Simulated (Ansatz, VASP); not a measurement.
# Two plane-wave programs on As

```xyz
1
Lattice="3.0223 0.0000 0.0000 0.0000 3.0223 0.0000 0.0000 0.0000 3.0223" Properties=species:S:1:pos:R:3 pbc="T T T"
As    0.0000    0.0000    0.0000
```

Alike in both runs: task single point; functional PBEsol; k mesh 14 × 14 × 14; occupations gaussian, width 0.1 eV; no spin polarisation.

```csv
,VASP,Ansatz
version,VASP 6.6.1,Ansatz 0.2.0
potentials or method,"VASP PAW PBE potentials, release 64 (As), cutoff 500 eV","scalar-relativistic, plane waves, PAW"
valence electrons in the cell,5,15
```

|  | VASP | Ansatz | Ansatz less VASP |
| --- | --- | --- | --- |
| gap on the k mesh at the Fermi level (eV) | none | none | - |
| pressure (GPa) | -14.5 | -14.5 | -0.01 |

VASP's potentials were made for PBE, not for PBEsol. A gap of «none» marks a metal or a gap that the smearing closes. VASP's potentials hold 5 valence electrons a cell and Ansatz's 15, so a difference there can come from the potentials and not from the codes.
